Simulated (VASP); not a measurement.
Write the native input for VASP 6.6.1 that does the following.

```
Task                   : single point
Functional             : BLYP
Potentials or basis    : VASP PAW PBE potentials, release 64 (Cd, O)
Cutoff                 : 600 eV
k mesh                 : 8 × 8 × 8
Occupations            : gaussian, width 0.05 eV
Spin                   : no spin polarisation
Dipole correction      : no
Further INCAR settings : ALGO = Normal; EDIFF = 1e-06; NBANDS = 16
```

The structure of CdO lies in POSCAR:

```
CdO
1.0
    0.0000000000      2.4324173882      2.4324173882
    2.4324173882      0.0000000000      2.4324173882
    2.4324173882      2.4324173882      0.0000000000
Cd O
1 1
Direct
    0.0000000000      0.0000000000      0.0000000000
    0.5000000000      0.5000000000      0.5000000000
```

The input as run:

INCAR

```
PREC = Accurate
ENCUT = 600
EDIFF = 1E-6
ISMEAR = 0
SIGMA = 0.05
LREAL = F
LASPH = T
NELM = 120
ALGO = Normal
ISIF = 2
LWAVE = F
LCHARG = T
GGA = B5
ALDAX = 1.0
AGGAX = 1.0
AGGAC = 1.0
ALDAC = 0.0
LELF = T
LVHAR = T
NBANDS = 16
GGA_COMPAT = F
```

KPOINTS

```
Automatic mesh
0
Gamma
  8 8 8
```

Potentials or basis: VASP PAW PBE potentials, release 64 (Cd, O).

The run is started by

```bash
$ cat potpaw_PBE.64/Cd/POTCAR potpaw_PBE.64/O/POTCAR > POTCAR
$ mpirun -np 1 vasp_std > vasp.out
```

It gave:

```json
{
  "Pressure": "-1.3 GPa",
  "Band gap on the k mesh": "zero (bands 9 and 10 overlap by 0.49 eV)"
}
```

Caveat: semilocal functionals underestimate gaps, so a narrow gap can read as zero; the PAW data sets were made with another functional, which shifts forces and pressure a little.

Run time: 14 s on 1 thread of Intel(R) Xeon(R) 6975P-C (Granite Rapids), on a shared host, peak memory 0.16 GiB.
